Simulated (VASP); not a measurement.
# Ga (I4/mmm) in VASP: further runs, part 2 of 2

VASP 6.6.1.

### 3 Single point, SVWN5, non-collinear spin, zero start, spin-orbit coupling

INCAR reads:

```
PREC = Accurate
ENCUT = 520
EDIFF = 1E-6
ISMEAR = 0
SIGMA = 0.01
LREAL = F
LASPH = T
NELM = 150
ALGO = Fast
ISIF = 2
LWAVE = F
LCHARG = T
MAGMOM = 0 0 0
LORBIT = 11
LSORBIT = T
GGA_COMPAT = F
LORBMOM = T
GGA = VW
LVHAR = T
NBANDS = 24
```

KPOINTS reads:

```
regular mesh
0
Gamma
  13 13 13
```

POSCAR reads:

```
Ga
1.0
   -1.2851619276      1.2851619276      2.1455501503
    1.2851619276     -1.2851619276      2.1455501503
    1.2851619276      1.2851619276     -2.1455501503
Ga
1
Direct
    0.0000000000      0.0000000000      0.0000000000
```

Potentials or basis: VASP PAW PBE potentials, release 64 (Ga_d).

The run is started by

```console
$ cat potpaw_PBE.64/Ga_d/POTCAR > POTCAR
$ mpirun -np 1 vasp_ncl > vasp.out
```

OUTCAR:

```text
PREC = Accurate
   ENCUT = 520
   EDIFF = 1E-6
   ISMEAR = 0
   LREAL = F
   LASPH = T
   NELM = 150
   ISIF = 2
   LORBIT = 11
   LSORBIT = T
   GGA = VW

 ion  position               nearest neighbor table
   1  0.000  0.000  0.000-

  LATTYP: Found a body centered tetragonal cell.
 ALAT       =     2.5703238552
 C/A-ratio  =     1.6694784558

  Lattice vectors:

 A1 = (  -1.2851619276,   1.2851619276,   2.1455501503)
 A2 = (   1.2851619276,  -1.2851619276,   2.1455501503)
 A3 = (   1.2851619276,   1.2851619276,  -2.1455501503)

Analysis of symmetry for initial positions (statically):
=====================================================================
 Subroutine PRICEL returns:
 Original cell was already a primitive cell.

 Routine SETGRP: Setting up the symmetry group for a
 body centered tetragonal supercell.

 Subroutine GETGRP returns: Found 16 space group operations
 (whereof 16 operations were pure point group operations)
 out of a pool of 16 trial point group operations.

The static configuration has the point symmetry D_4h.

Analysis of symmetry for dynamics (positions and initial velocities):
=====================================================================
 Subroutine PRICEL returns:
 Original cell was already a primitive cell.

 Routine SETGRP: Setting up the symmetry group for a
 body centered tetragonal supercell.

 Subroutine GETGRP returns: Found 16 space group operations
 (whereof 16 operations were pure point group operations)
 out of a pool of 16 trial point group operations.

The dynamic configuration has the point symmetry D_4h.

Analysis of structural, dynamic, and magnetic symmetry:
=====================================================================
 Subroutine PRICEL returns:
 Original cell was already a primitive cell.

 Routine SETGRP: Setting up the symmetry group for a
 body centered tetragonal supercell.

 Subroutine GETGRP returns: Found 16 space group operations
 (whereof 16 operations were pure point group operations)
 out of a pool of 16 trial point group operations.

The overall configuration has the point symmetry D_4h.

 Subroutine INISYM returns: Found 16 space group operations
 (whereof 16 operations are pure point group operations),
 and found     1 'primitive' translations

----------------------------------------------------------------------------------------

                                     Primitive cell

  volume of cell :      14.1747

  direct lattice vectors                    reciprocal lattice vectors
    -1.285161928  1.285161928  2.145550150     0.000000000  0.389056032  0.233040463
     1.285161928 -1.285161928  2.145550150     0.389056032  0.000000000  0.233040463
     1.285161928  1.285161928 -2.145550150     0.389056032  0.389056032  0.000000000

  length of vectors
     2.811879764  2.811879764  2.811879764     0.453511249  0.453511249  0.550208317

  position of ions in fractional coordinates (direct lattice)
     0.000000000  0.000000000  0.000000000

  ion indices of the primitive-cell ions
   primitive index   ion index
                 1           1

----------------------------------------------------------------------------------------

 KPOINTS: regular mesh

[... 91 lines left out ...]
   LORBIT       =     11    0 simple, 1 ext, 2 COOP (PROOUT), +10 PAW based schemes
   GGA     = VW    functional components
   LHFCALC =     F    Hartree Fock is set to
   AEXX    =    0.0000 exact exchange contribution
   IVDW    =     0    specifies the selected vdW correction
   LEPSILON=     F    determine dielectric tensor
   LRPA    =     F    only Hartree local field effects (RPA)
 RMM-DIIS sequential band-by-band and
 Gauss-broadening in eV      SIGMA  =   0.01
  energy-cutoff  :      520.00
  volume of cell :       14.17
 maximum number of plane-waves:       786
 NGX is ok and might be reduce to    24
   NGX = 11   NGY = 11   NGZ = 11

 number of electron      13.0000000 magnetization       0.0000000      0.0000000      0.0000000

 number of electron      13.0000003 magnetization       0.0000000     -0.0000000      0.0000000

 number of electron      13.0000003 magnetization      -0.0000000      0.0000000     -0.0000000

 Free energy of the ion-electron system (eV)
  ---------------------------------------------------
  ext. energy  EPLUGINS =         0.00000000
  ---------------------------------------------------
  free energy    TOTEN  =        21.01387017 eV

  energy without entropy =       21.01389728  energy(sigma->0) =       21.01388373

 E-fermi :   8.2128     XC(G=0): -12.8664

 val. band max:        8.2043107343   @ k =   0.3846   0.3846   0.0769
 cond. band min:       8.2254886474   @ k =  -0.3077   0.3077   0.2308
 fundamental gap:      0.0211779131
 Fermi energy:         8.2128182983

 k-point     1 :       0.0000    0.0000    0.0000
  band No.  band energies     occupation
      1      -7.3860      1.00000
      2      -7.3860      1.00000
      3      -7.2519      1.00000
      4      -7.2519      1.00000
      5      -6.8528      1.00000
      6      -6.8528      1.00000
[... 637 lines left out ...]
     23      32.3466      0.00000
     24      32.3469      0.00000

 [... further k-points ...]
[... 5 lines left out ...]
  --------------------------------------------------------------------------------------
  -------------------------------------------------------------------------------------
  Total        1.9340507      1.9340507      1.2231685      0.0000000      0.0000000      0.0000000
  in kB      218.6070038    218.6070038    138.2555298      0.0000000      0.0000000      0.0000000
  external PRESSURE =     191.8231792 kB  Pullay stress =       0.0000000 kB

 VOLUME and BASIS-vectors are now :
 -----------------------------------------------------------------------------
  energy-cutoff  :      520.00
  volume of cell :       14.17
      direct lattice vectors                 reciprocal lattice vectors
    -1.285161928  1.285161928  2.145550150     0.000000000  0.389056032  0.233040463
     1.285161928 -1.285161928  2.145550150     0.389056032  0.000000000  0.233040463
     1.285161928  1.285161928 -2.145550150     0.389056032  0.389056032  0.000000000

 POSITION                                       TOTAL-FORCE (eV/Angst)
 -----------------------------------------------------------------------------------
      0.00000      0.00000      0.00000         0.000000      0.000000      0.000000
 -----------------------------------------------------------------------------------
    total drift:                               -0.000000      0.000000      0.000000

  FREE ENERGIE OF THE ION-ELECTRON SYSTEM (eV)
  ---------------------------------------------------
  free  energy   TOTEN  =        21.0138701714 eV

  energy  without entropy=       21.0138972846  energy(sigma->0) =       21.01388373

 orbital moment (x)

 # of ion     p       d       tot
 ----------------------------------------
  1        -0.000  -0.000  -0.000
 ----------------------------------------
           -0.000  -0.000  -0.000

 orbital moment (y)

 # of ion     p       d       tot
 ----------------------------------------
  1         0.000   0.000   0.000
 ----------------------------------------
            0.000   0.000   0.000

 orbital moment (z)

 # of ion     p       d       tot
 ----------------------------------------
  1         0.000   0.000   0.000
 ----------------------------------------
            0.000   0.000   0.000

 Spin-Orbit-Coupling matrix elements

 Ion:    1  E_soc:     -0.0120189
 l=   1
     0.0000000    -0.0011380    -0.0011820
    -0.0011380     0.0000000    -0.0011380
    -0.0011820    -0.0011380     0.0000000
 l=   2
     0.0000000    -0.0001714     0.0000000    -0.0001714    -0.0006876
    -0.0001714     0.0000000    -0.0005090    -0.0001690    -0.0001670
     0.0000000    -0.0005090     0.0000000    -0.0005090     0.0000000
    -0.0001714    -0.0001690    -0.0005090     0.0000000    -0.0001670
    -0.0006876    -0.0001670     0.0000000    -0.0001670     0.0000000
 l=   3
     0.0000000     0.0000000     0.0000000     0.0000000     0.0000000     0.0000000     0.0000000
     0.0000000     0.0000000     0.0000000     0.0000000     0.0000000     0.0000000     0.0000000
     0.0000000     0.0000000     0.0000000     0.0000000     0.0000000     0.0000000     0.0000000
     0.0000000     0.0000000     0.0000000     0.0000000     0.0000000     0.0000000     0.0000000
     0.0000000     0.0000000     0.0000000     0.0000000     0.0000000     0.0000000     0.0000000
     0.0000000     0.0000000     0.0000000     0.0000000     0.0000000     0.0000000     0.0000000
     0.0000000     0.0000000     0.0000000     0.0000000     0.0000000     0.0000000     0.0000000

 total charge

# of ion       s       p       d       tot
------------------------------------------
    1        1.008   0.757  10.017  11.783

 magnetization (x)

# of ion       s       p       d       tot
------------------------------------------
    1       -0.000  -0.000   0.000  -0.000

 magnetization (y)

# of ion       s       p       d       tot
------------------------------------------
    1        0.000   0.000   0.000   0.000

 magnetization (z)

# of ion       s       p       d       tot
------------------------------------------
    1        0.000   0.000   0.000   0.000
```

OSZICAR:

```text
N       E                     dE             d eps       ncg     rms          rms(c)
DAV:   1     0.925614894375E+02    0.92561E+02   -0.60229E+03 11456   0.219E+03
DAV:   2     0.272660488837E+02   -0.65295E+02   -0.61649E+02  9848   0.370E+02
DAV:   3     0.210234058753E+02   -0.62426E+01   -0.62038E+01 10952   0.864E+01
DAV:   4     0.209395813538E+02   -0.83825E-01   -0.83801E-01 10896   0.108E+01
DAV:   5     0.209383568572E+02   -0.12245E-02   -0.12245E-02 12040   0.124E+00    0.140E+00
RMM:   6     0.209997669239E+02    0.61410E-01   -0.67541E-02 12775   0.387E+00    0.605E-01
RMM:   7     0.210114366482E+02    0.11670E-01   -0.19710E-02 14186   0.154E+00    0.167E-01
RMM:   8     0.210137696558E+02    0.23330E-02   -0.28598E-03 14680   0.514E-01    0.207E-02
RMM:   9     0.210139075639E+02    0.13791E-03   -0.44754E-04 14734   0.272E-01    0.152E-02
RMM:  10     0.210138892433E+02   -0.18321E-04   -0.78295E-05 15725   0.101E-01    0.602E-03
RMM:  11     0.210138676932E+02   -0.21550E-04   -0.67274E-06 11556   0.284E-02    0.872E-04
RMM:  12     0.210138718269E+02    0.41336E-05   -0.15069E-06  8462   0.140E-02    0.245E-04
RMM:  13     0.210138706856E+02   -0.11412E-05   -0.37683E-07  7049   0.716E-03    0.816E-05
RMM:  14     0.210138701714E+02   -0.51426E-06   -0.93955E-08  6747   0.420E-03
   1 F= 0.21013870E+02 E0= 0.21013884E+02  d E =-.271132E-04  mag=     0.0000     0.0000    -0.0000
```

Run time: 6.2 min. Hardware: 1 thread of AMD EPYC 7R13, shared host; peak memory 0.21 GiB.

Results:

```
Free energy                                           : 21.0139 eV
Pressure                                              : 19.2 GPa
Net moment                                            : 0.00 μB per cell
Valence electrons inside the program's atomic spheres : Ga 11.78
```

Moments on the atoms (μB; x, y, z):
```
Ga  0.00 0.00 0.00
```

Caveat: the PAW data sets were made with another functional, which shifts forces and pressure a little.

### 4 Single point, PBEsol+D3(BJ)

This run uses another cell than the first one, of 16.76 Å³/atom, 1.182 times its volume.

INCAR reads:

```
SYSTEM = Ga
PREC = Accurate
ENCUT = 520
EDIFF = 1E-7
ISMEAR = -1
SIGMA = 0.05
LREAL = .FALSE.
LASPH = .TRUE.
NELM = 80
ALGO = Normal
ISIF = 2
LWAVE = .FALSE.
LCHARG = .FALSE.
GGA = PS
IVDW = 12
NBANDS = 12
```

KPOINTS reads:

```
Automatic mesh
0
G
  13 13 13
  0 0 0
```

POSCAR reads:

```
Ga
1.0
   -1.3720393380      1.3720393380      2.2254941267
    1.3720393380     -1.3720393380      2.2254941267
    1.3720393380      1.3720393380     -2.2254941267
Ga
1
Direct
    0.0000000000      0.0000000000      0.0000000000
```

The run is started by

```console
$ cat potpaw_PBE.64/Ga_d/POTCAR > POTCAR
$ mpirun -np 1 vasp_std > vasp.out
```

Wall time 12 s (1 thread of Intel Xeon 6975P-C (Granite Rapids), shared host); peak memory 0.17 GiB.

It converged, with:

```yaml
Free_energy: -3.6667 eV
Pressure: 0.1 GPa
Dispersion_energy_per_atom: -0.338 eV
```

Levels at points of the mesh, in eV from the Fermi level:
```csv
k point,band 4,band 5,band 6,band 7,band 8,band 9
"(0.00, 0.00, 0.00)",-14.88,-14.69,-11.97,13.62,13.63,13.63
```

Caveat: the PAW data sets were made with another functional, which shifts forces and pressure a little; pairwise dispersion overbinds metals, which lowers pressure and volume.

### 5 Single point, BLYP

This run uses another cell than the first one, of 17.72 Å³/atom, 1.250 times its volume.

INCAR reads:

```
  AGGAC = 1.0
  AGGAX = 1.0
  ALDAC = 0.0
  ALDAX = 1.0
  ALGO = Fast
  EDIFF = 1E-6
  ENCUT = 520
  GGA = B5
  ISIF = 2
  ISMEAR = -1
  LASPH = T
  LCHARG = F
  LREAL = F
  LWAVE = F
  NBANDS = 12
  NELM = 80
  PREC = Accurate
  SIGMA = 0.05
```

KPOINTS reads:

```
k-points
0
Gamma
  13 13 13
```

POSCAR reads:

```
Ga
1.0
   -1.3843987196      1.3843987196      2.3112238365
    1.3843987196     -1.3843987196      2.3112238365
    1.3843987196      1.3843987196     -2.3112238365
Ga
1
Direct
    0.0000000000      0.0000000000      0.0000000000
```

Potentials or basis: VASP PAW PBE potentials, release 64 (Ga_d).

The run is started by

```console
$ cat potpaw_PBE.64/Ga_d/POTCAR > POTCAR
$ mpirun -np 1 vasp_std > vasp.out
```

OUTCAR:

```text
EDIFF = 1E-6
   ENCUT = 520
   GGA = B5
   ISIF = 2
   ISMEAR = -1
   LASPH = T
   LREAL = F
   NELM = 80
   PREC = Accurate

 ion  position               nearest neighbor table
   1  0.000  0.000  0.000-

  LATTYP: Found a body centered tetragonal cell.
 ALAT       =     2.7687974392
 C/A-ratio  =     1.6694784557

  Lattice vectors:

 A1 = (  -1.3843987196,   1.3843987196,   2.3112238365)
 A2 = (   1.3843987196,  -1.3843987196,   2.3112238365)
 A3 = (   1.3843987196,   1.3843987196,  -2.3112238365)
[... 538 lines left out ...]
     12      27.5072      0.00000

 [... further k-points ...]

------------------------ aborting loop because EDIFF is reached ----------------------------------------

  FORCE on cell =-STRESS in cart. coord.  units (eV):
  Direction    XX          YY          ZZ          XY          YZ          ZX
  --------------------------------------------------------------------------------------
  -------------------------------------------------------------------------------------
  Total        1.0540193      1.0540193      1.0761176      0.0000000     -0.0000000      0.0000000
  in kB       95.3091855     95.3091855     97.3074190      0.0000000     -0.0000000      0.0000000
  external PRESSURE =      95.9752634 kB  Pullay stress =       0.0000000 kB

 VOLUME and BASIS-vectors are now :
 -----------------------------------------------------------------------------
  energy-cutoff  :      520.00
  volume of cell :       17.72
      direct lattice vectors                 reciprocal lattice vectors
    -1.384398720  1.384398720  2.311223836     0.000000000  0.361167627  0.216335602
     1.384398720 -1.384398720  2.311223836     0.361167627  0.000000000  0.216335602
     1.384398720  1.384398720 -2.311223836     0.361167627  0.361167627  0.000000000

 POSITION                                       TOTAL-FORCE (eV/Angst)
 -----------------------------------------------------------------------------------
      0.00000      0.00000      0.00000         0.000000     -0.000000      0.000000
 -----------------------------------------------------------------------------------
    total drift:                                0.000000      0.000000     -0.000000

  FREE ENERGIE OF THE ION-ELECTRON SYSTEM (eV)
  ---------------------------------------------------
  free  energy   TOTEN  =        -2.0203365759 eV

  energy  without entropy=       -2.0167342531  energy(sigma->0) =       -2.01853541
```

stdout:

```text
POSCAR found type information on POSCAR Ga
 POSCAR found :  1 types and       1 ions
 scaLAPACK will be used
 -----------------------------------------------------------------------------
|                                                                             |
|                                                                             |
|     You enforced a specific xc type in the INCAR file but a different       |
|     I HOPE YOU KNOW WHAT YOU ARE DOING!                                     |
|                                                                             |
 -----------------------------------------------------------------------------

 LDA part: xc-table for (Slater(with rela. corr.)+VWN5), standard interpolation
 POSCAR, INCAR and KPOINTS ok, starting setup
 FFT: planning ... GRIDC
 FFT: planning ... GRID_SOFT
 FFT: planning ... GRID
 WAVECAR not read
 entering main loop
```

Run time: 16 s. Hardware: 1 thread of Intel Xeon 6975P-C (Granite Rapids), shared host; peak memory 0.16 GiB.

What came out:

- Free energy: -2.0203 eV
- Pressure: 9.6 GPa

Stress tensor (GPa, compression positive):
```
9.53 0.00 0.00
0.00 9.53 0.00
0.00 0.00 9.73
```

Levels at points of the mesh, in eV from the Fermi level:
```
           k point  band 2  band 3  band 4  band 5  band 6  band 7  band 8  band 9  band 10  band 11
(0.00, 0.00, 0.00)  -15.01  -14.97  -14.97  -14.80  -11.45   12.41   12.81   12.81    16.49    16.98
```

Caveat: the PAW data sets were made with another functional, which shifts forces and pressure a little.

### 6 Overview

```csv
level,spin,cell,smearing,gap on the mesh (eV),pressure (GPa)
PBEsol+D3(BJ),off,"a = 2.812 Å, angles 125.6, 125.6, 80.5°, 1 atom",fermi-dirac 0.1 eV,none,18.4
SVWN5,"non-collinear, zero start, SOC","a = 2.812 Å, angles 125.6, 125.6, 80.5°, 1 atom",gaussian 0.01 eV,-,19.2
PBEsol+D3(BJ),off,"a = 2.953 Å, angles 124.6, 124.6, 82.2°, 1 atom",fermi-dirac 0.05 eV,none,0.1
BLYP,off,"a = 3.029 Å, angles 125.6, 125.6, 80.5°, 1 atom",fermi-dirac 0.05 eV,none,9.6
```

Alike in all rows: task single point; potentials or basis VASP PAW PBE potentials, release 64 (Ga_d); k mesh 13 × 13 × 13; cutoff (eV) 520.

Caveats: the PAW data sets were made with another functional, which shifts forces and pressure a little; pairwise dispersion overbinds metals, which lowers pressure and volume (some runs); three body term missing (some runs).

Absolute energies hang on the potentials; compare differences alone.
